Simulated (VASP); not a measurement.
# CoO (Fm-3m) in VASP: notebook

CoO is run at these levels: PBE; tasks: single point.

All numbers are computed with VASP 6.6.1; they aren't measurements. Logs are shortened: lines on timing, memory, paths and dates and some standing lists are left out, and cuts for length are marked.

## (1) The cell of the first run

Symmetry: Fm-3m, No. 225, cubic system. The conventional cell has a = 4.162 Å, b = 4.162 Å, c = 4.162 Å, α = 90.00°, β = 90.00°, γ = 90.00°. Co (site symmetry m-3m) has 6 O at 2.08 Å within 2.8 Å. Within 2.8 Å of O (site symmetry m-3m) lie 6 Co at 2.08 Å.

## (2) Single point, PBE, collinear spin, ferromagnetic start (9.01 Å³/atom)

Contents of INCAR:

```
PREC = Accurate
ENCUT = 520
EDIFF = 1E-7
ISMEAR = 0
SIGMA = 0.1
LREAL = F
LASPH = T
NELM = 150
ALGO = Normal
ISIF = 2
LWAVE = F
LCHARG = F
ISPIN = 2
MAGMOM = 2.74 0.35
LORBIT = 11
LMAXMIX = 4
GGA = PE
NBANDS = 18
```

Contents of KPOINTS:

```
regular mesh
0
Gamma
  16 16 16
```

Contents of POSCAR:

```
CoO
1.0
    0.0000000000      2.0807942599      2.0807942599
    2.0807942599      0.0000000000      2.0807942599
    2.0807942599      2.0807942599      0.0000000000
Co O
1 1
Direct
    0.0000000000      0.0000000000      0.0000000000
    0.5000000000      0.5000000000      0.5000000000
```

Potentials or basis: VASP PAW PBE potentials, release 64 (Co, O).

Run with:

```console
> cat potpaw_PBE.64/Co/POTCAR potpaw_PBE.64/O/POTCAR > POTCAR
> mpirun -np 1 vasp_std > vasp.out
```

OUTCAR:

```text
PREC = Accurate
   ENCUT = 520
   EDIFF = 1E-7
   ISMEAR = 0
   LREAL = F
   LASPH = T
   NELM = 150
   ISIF = 2
   ISPIN = 2
   LORBIT = 11
   GGA = PE

 ion  position               nearest neighbor table
   1  0.000  0.000  0.000-   2 2.08   2 2.08   2 2.08   2 2.08   2 2.08   2 2.08
   2  0.500  0.500  0.500-   1 2.08   1 2.08   1 2.08   1 2.08   1 2.08   1 2.08

  LATTYP: Found a face centered cubic cell.
 ALAT       =     4.1615885198

  Lattice vectors:

 A1 = (   0.0000000000,   2.0807942599,   2.0807942599)
 A2 = (   2.0807942599,   0.0000000000,   2.0807942599)
 A3 = (   2.0807942599,   2.0807942599,   0.0000000000)

Analysis of symmetry for initial positions (statically):
=====================================================================
 Subroutine PRICEL returns:
 Original cell was already a primitive cell.

 Routine SETGRP: Setting up the symmetry group for a
 face centered cubic supercell.

 Subroutine GETGRP returns: Found 48 space group operations
 (whereof 48 operations were pure point group operations)
 out of a pool of 48 trial point group operations.

The static configuration has the point symmetry O_h .

Analysis of symmetry for dynamics (positions and initial velocities):
=====================================================================
 Subroutine PRICEL returns:
 Original cell was already a primitive cell.

 Routine SETGRP: Setting up the symmetry group for a
 face centered cubic supercell.

 Subroutine GETGRP returns: Found 48 space group operations
 (whereof 48 operations were pure point group operations)
 out of a pool of 48 trial point group operations.

The dynamic configuration has the point symmetry O_h .

Analysis of structural, dynamic, and magnetic symmetry:
=====================================================================
 Subroutine PRICEL returns:
 Original cell was already a primitive cell.

 Routine SETGRP: Setting up the symmetry group for a
 face centered cubic supercell.

 Subroutine GETGRP returns: Found 48 space group operations
 (whereof 48 operations were pure point group operations)
 out of a pool of 48 trial point group operations.

The overall configuration has the point symmetry O_h .

 Subroutine INISYM returns: Found 48 space group operations
 (whereof 48 operations are pure point group operations),
 and found     1 'primitive' translations

----------------------------------------------------------------------------------------

                                     Primitive cell

  volume of cell :      18.0184

  direct lattice vectors                    reciprocal lattice vectors
     0.000000000  2.080794260  2.080794260    -0.240292858  0.240292858  0.240292858
     2.080794260  0.000000000  2.080794260     0.240292858 -0.240292858  0.240292858
     2.080794260  2.080794260  0.000000000     0.240292858  0.240292858 -0.240292858

  length of vectors
     2.942687463  2.942687463  2.942687463     0.416199439  0.416199439  0.416199439

  position of ions in fractional coordinates (direct lattice)
     0.000000000  0.000000000  0.000000000
     0.500000000  0.500000000  0.500000000

  ion indices of the primitive-cell ions
   primitive index   ion index
                 1           1
                 2           2

----------------------------------------------------------------------------------------

 KPOINTS: regular mesh

Automatic generation of k-mesh.
 Grid dimensions read from file:
 generate k-points for:   16   16   16

 Generating k-lattice:

  Cartesian coordinates                     Fractional coordinates (reciprocal lattice)
    -0.015018304  0.015018304  0.015018304     0.062500000  0.000000000  0.000000000
     0.015018304 -0.015018304  0.015018304     0.000000000  0.062500000  0.000000000
     0.015018304  0.015018304 -0.015018304     0.000000000  0.000000000  0.062500000

  Length of vectors
     0.026012465  0.026012465  0.026012465

  Shift w.r.t. Gamma in fractional coordinates (k-lattice)
     0.000000000  0.000000000  0.000000000

 Subroutine IBZKPT returns following result:
 ===========================================

 Found    145 irreducible k-points:

 Following reciprocal coordinates:
            Coordinates               Weight
  0.000000  0.000000  0.000000      1.000000
  0.062500  0.000000  0.000000      8.000000
  0.125000  0.000000  0.000000      8.000000
  0.187500  0.000000  0.000000      8.000000
  0.250000  0.000000  0.000000      8.000000
  0.312500  0.000000  0.000000      8.000000
[... 16 lines left out ...]
 -0.125000  0.062500  0.000000     24.000000
 -0.062500  0.062500  0.000000     12.000000
 [... further k-points ...]
   k-points           NKPTS =    145   k-points in BZ     NKDIM =    145   number of bands    NBANDS=     18
   number of dos      NEDOS =    301   number of ions     NIONS =      2
   total plane-waves  NPLWV =  13824
   dimension x,y,z NGX =    24 NGY =   24 NGZ =   24
   dimension x,y,z NGXF=    48 NGYF=   48 NGZF=   48
   ions per type =               1   1
   NGX,Y,Z   is equivalent  to a cutoff of  13.56, 13.56, 13.56 a.u.
   NGXF,Y,Z  is equivalent  to a cutoff of  27.12, 27.12, 27.12 a.u.
 SYSTEM =  unknown system
   PREC   = accura    normal or accurate (medium, high low for compatibility)
   ISTART =      0    job   : 0-new  1-cont  2-samecut
   ICHARG =      2    charge: 1-file 2-atom 10-const
   ISPIN  =      2    spin polarized calculation?
   LNONCOLLINEAR =      F non collinear calculations
   LSORBIT =      F    spin-orbit coupling
   LASPH  =      T    aspherical Exc in radial PAW
   ENCUT  =  520.0 eV  38.22 Ry    6.18 a.u.   5.47  5.47  5.47*2*pi/ulx,y,z
   NELM   =    150;   NELMIN=  2; NELMDL= -5     # of ELM steps
   EDIFF  = 0.1E-06   stopping-criterion for ELM
   LREAL  =      F    real-space projection
   EDIFFG = 0.1E-05   stopping-criterion for IOM
   NSW    =      0    number of steps for IOM
   IBRION =     -1    ionic relax: 0-MD 1-quasi-New 2-CG
   NFREE  =      0    steps in history (QN), initial steepest desc. (CG)
   ISIF   =      2    stress and relaxation
   ISYM   =      2    0-nonsym 1-usesym 2-fastsym
   POTIM  = 0.5000    time-step for ionic-motion
   TEBEG  =    0.0;   TEEND  =   0.0 temperature during run
   PSTRESS=    0.0 pullay stress
   NELECT =      15.0000    total number of electrons
   NUPDOWN=      -1.0000    fix difference up-down
   EMIN   =  10.00;   EMAX   =-10.00  energy-range for DOS
   EFERMI =   0.00;   METHOD = LEGACY
   ISMEAR =     0;   SIGMA  =   0.10  broadening in eV -4-tet -1-fermi 0-gaus
   EFERMI_NEDOS =   21; number of points for ismear=-14 and -15
   IALGO  =     38    algorithm
   IMIX   =      4    mixing-type and parameters
     AMIX     =   0.40;   BMIX     =  1.00
     AMIX_MAG =   1.60;   BMIX_MAG =  1.00
  volume/ion in A,a.u.               =       9.01        60.80
  Fermi-wavevector in a.u.,A,eV,Ry     =   1.540043  2.910259 32.269369  2.371732
  Thomas-Fermi vector in A             =   2.646185
   LORBIT       =     11    0 simple, 1 ext, 2 COOP (PROOUT), +10 PAW based schemes
   GGA     = PE    functional components
   LHFCALC =     F    Hartree Fock is set to
   AEXX    =    0.0000 exact exchange contribution
   IVDW    =     0    specifies the selected vdW correction
   LEPSILON=     F    determine dielectric tensor
   LRPA    =     F    only Hartree local field effects (RPA)
 spin polarized calculation
 Gauss-broadening in eV      SIGMA  =   0.10
  energy-cutoff  :      520.00
  volume of cell :       18.02
 maximum number of plane-waves:       531
 NGX is ok and might be reduce to    24
   NGX = 11   NGY = 11   NGZ = 11

 number of electron      14.9999998 magnetization       2.6169884

 Free energy of the ion-electron system (eV)
  ---------------------------------------------------
  ext. energy  EPLUGINS =         0.00000000
  ---------------------------------------------------
  free energy    TOTEN  =       -13.02377469 eV

  energy without entropy =      -13.00178662  energy(sigma->0) =      -13.01278066

 E-fermi :   8.9286     XC(G=0): -12.8159

 val. band max:        8.9235692305   @ k =   0.3750   0.2500   0.0000
 cond. band min:       8.9289802051   @ k =  -0.3750   0.4375   0.0625
 fundamental gap:      0.0054109747
 Fermi energy:         8.9286307070

 spin component 1

 k-point     1 :       0.0000    0.0000    0.0000
  band No.  band energies     occupation
      1     -11.9525      1.00000
      2       5.4715      1.00000
      3       5.4715      1.00000
      4       5.4715      1.00000
      5       5.7518      1.00000
      6       5.7519      1.00000
[... 10 lines left out ...]
     17      31.6980      0.00000
     18      34.7861      0.00000
[... 463 lines left out ...]
 k-point    24 :      -0.0625    0.0625    0.0000
  band No.  band energies     occupation
      1     -11.8316      1.00000
      2       4.3480      1.00000
      3       4.4635      1.00000
      4       4.9690      1.00000
      5       5.9169      1.00000
      6       5.9534      1.00000
[... 10 lines left out ...]
     17      33.1992      0.00000
     18      35.8117      0.00000

 [... further k-points ...]

 spin component 2

 k-point     1 :       0.0000    0.0000    0.0000
  band No.  band energies     occupation
      1     -11.5541      1.00000
      2       5.9167      1.00000
      3       5.9167      1.00000
      4       5.9167      1.00000
      5       7.6560      1.00000
      6       7.6561      1.00000
[... 10 lines left out ...]
     17      32.5987      0.00000
     18      35.5887      0.00000
[... 463 lines left out ...]
 k-point    24 :      -0.0625    0.0625    0.0000
  band No.  band energies     occupation
      1     -11.4313      1.00000
      2       5.0335      1.00000
      3       5.4961      1.00000
      4       5.6149      1.00000
      5       7.7170      1.00000
      6       7.8482      1.00000
[... 10 lines left out ...]
     17      34.0022      0.00000
     18      36.6277      0.00000

 [... further k-points ...]

------------------------ aborting loop because EDIFF is reached ----------------------------------------

  FORCE on cell =-STRESS in cart. coord.  units (eV):
  Direction    XX          YY          ZZ          XY          YZ          ZX
  --------------------------------------------------------------------------------------
  -------------------------------------------------------------------------------------
  Total        1.1040720      1.1040720      1.1040720      0.0000000      0.0000000      0.0000000
  in kB       98.1726627     98.1726627     98.1726627      0.0000000      0.0000000      0.0000000
  external PRESSURE =      98.1726627 kB  Pullay stress =       0.0000000 kB

 VOLUME and BASIS-vectors are now :
 -----------------------------------------------------------------------------
  energy-cutoff  :      520.00
  volume of cell :       18.02
      direct lattice vectors                 reciprocal lattice vectors
     0.000000000  2.080794260  2.080794260    -0.240292858  0.240292858  0.240292858
     2.080794260  0.000000000  2.080794260     0.240292858 -0.240292858  0.240292858
     2.080794260  2.080794260  0.000000000     0.240292858  0.240292858 -0.240292858

 POSITION                                       TOTAL-FORCE (eV/Angst)
 -----------------------------------------------------------------------------------
      0.00000      0.00000      0.00000        -0.000000      0.000000      0.000000
      2.08079      2.08079      2.08079         0.000000     -0.000000     -0.000000
 -----------------------------------------------------------------------------------
    total drift:                                0.000000     -0.000000     -0.000000

  FREE ENERGIE OF THE ION-ELECTRON SYSTEM (eV)
  ---------------------------------------------------
  free  energy   TOTEN  =       -13.0237746925 eV

  energy  without entropy=      -13.0017866228  energy(sigma->0) =      -13.01278066

 total charge

# of ion       s       p       d       tot
------------------------------------------
    1        0.313   0.403   7.218   7.933
    2        1.558   3.449   0.000   5.007
--------------------------------------------------
tot          1.871   3.851   7.218  12.940

 magnetization (x)

# of ion       s       p       d       tot
------------------------------------------
    1        0.021   0.019   2.306   2.346
    2        0.030   0.200   0.000   0.230
--------------------------------------------------
tot          0.051   0.219   2.306   2.576
```

Run time: 51 s. Hardware: 1 thread of Intel Xeon Platinum 8488C (Sapphire Rapids), shared host; peak memory 0.2 GiB.

Results:

```yaml
Free_energy: -13.0238 eV
Pressure: 9.8 GPa
Net_moment: 2.62 μB per cell
Site_moments: Co +2.35; O +0.23 μB
Valence_electrons_inside_the_program's_atomic_spheres: Co 7.93; O 5.01
```

Caveat: the cell stands under pressure; a cell with one magnetic atom can't hold antiferromagnetic order, which such compounds often take; semilocal functionals often make such compounds metallic where correlation or magnetic order opens a gap, which also shifts bond lengths. With open d or f shells a metallic result of PBE can be an artefact of self-interaction; +U or a hybrid may open a gap.

## (3) Single point, PBE, collinear spin, ferromagnetic start (9.30 Å³/atom)

This run uses another cell than the first one, of 9.30 Å³/atom.

Contents of INCAR:

```
PREC     = Accurate       # precision mode
ENCUT    = 520            # plane-wave cutoff, eV
EDIFF    = 1E-6           # SCF threshold, eV
ISMEAR   = 0              # smearing method
SIGMA    = 0.1            # smearing width, eV
LREAL    = F              # projectors in reciprocal space
LASPH    = T              # aspherical terms in the spheres
NELM     = 150            # most SCF steps
ALGO     = Normal         # electronic algorithm
ISIF     = 2              # what is computed and relaxed
LWAVE    = F              # write WAVECAR
LCHARG   = F              # write CHGCAR
ISPIN    = 2              # spin polarisation
MAGMOM   = 2.74 0.35      # initial moments
LORBIT   = 11             # projections on sites
LMAXMIX  = 4              # l up to which the mixer works
GGA      = PE             # functional
NBANDS   = 18             # bands
```

KPOINTS is that of step 2.

Contents of POSCAR:

```
CoO
1.0
    0.0000000000      2.1026989670      2.1026989670
    2.1026989670      0.0000000000      2.1026989670
    2.1026989670      2.1026989670      0.0000000000
Co O
1 1
Direct
    0.0000000000      0.0000000000      0.0000000000
    0.5000000000      0.5000000000      0.5000000000
```

Potentials or basis: VASP PAW PBE potentials, release 64 (Co, O).

Run with:

```console
> cat potpaw_PBE.64/Co/POTCAR potpaw_PBE.64/O/POTCAR > POTCAR
> mpirun -np 1 vasp_std > vasp.out
```

Run time: 50 s. Hardware: 1 thread of Intel Xeon Platinum 8488C (Sapphire Rapids), shared host; peak memory 0.2 GiB.

It converged, with:

| Property | Result |
| --- | --- |
| Free energy | -13.0493 eV |
| Pressure | 4.3 GPa |
| Net moment | 2.76 μB per cell |
| Site moments | Co +2.46; O +0.26 μB |
| Valence electrons inside the program's atomic spheres | Co 7.87; O 4.99 |

Levels at points of the mesh, in eV from the Fermi level:
Spin up:
```csv
k point,band 6,band 7,band 8,band 9,band 10,band 11,band 12,band 13
"(0.00, 0.00, 0.00)",-3.22,-3.05,-3.05,-3.05,1.21,16.98,18.45,18.45
"(0.50, 0.00, 0.00)",-2.27,-1.71,0.24,0.24,5.16,9.71,13.71,13.71
"(0.50, 0.50, 0.00)",-2.85,-2.28,-1.96,-1.96,6.15,10.06,11.88,16.21
```
Spin down:
```csv
k point,band 3,band 4,band 5,band 6,band 7,band 8,band 9,band 10
"(0.00, 0.00, 0.00)",-2.80,-2.80,-1.19,-1.19,-1.19,0.00,0.00,1.72
"(0.50, 0.00, 0.00)",-4.93,-4.93,-0.15,-0.15,0.16,2.77,2.77,5.43
"(0.50, 0.50, 0.00)",-4.08,-4.08,-2.39,0.12,0.12,0.51,1.03,6.97
```

Caveat: the cell stands under pressure; a cell with one magnetic atom can't hold antiferromagnetic order, which such compounds often take; semilocal functionals often make such compounds metallic where correlation or magnetic order opens a gap, which also shifts bond lengths. With open d or f shells a metallic result of PBE can be an artefact of self-interaction; +U or a hybrid may open a gap.

[end of part 1 of 2]
